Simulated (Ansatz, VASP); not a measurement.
Ir in VASP and in Ansatz

```
Ir
1.0
     2.72132    0.00000    0.00000
    -1.36066    2.35673    0.00000
     0.00000    0.00000    4.41002
Ir
2
Direct
  0.66667 0.33333 0.75000
  0.33333 0.66667 0.25000
```

Alike in both runs: functional PBEsol; k mesh 18 × 18 × 10; occupations fermi-dirac, width 0.15 eV; no spin polarisation.

Ansatz relaxed the structure, and its values are those at the end. VASP's run is a single point on that final structure, the one shown.

```csv
,VASP,Ansatz
version,VASP 6.6.1,Ansatz 0.2.0
potentials or method,"VASP PAW PBE potentials, release 64 (Ir_sv_GW), cutoff 560 eV","scalar-relativistic, plane waves, PAW"
valence electrons in the cell,34,34
```

VASP gave:

| Item | Value |
| --- | --- |
| gap on the k mesh at the Fermi level (eV) | none |
| pressure (GPa) | -1.8 |

Question: Which values does Ansatz return?

Answer: gap on the k mesh at the Fermi level (eV): none; pressure (GPa): 0.0.

VASP's potentials were made for PBE, not for PBEsol. A gap of «none» marks a metal or a gap that the smearing closes.

Neither program's run includes spin-orbit coupling.
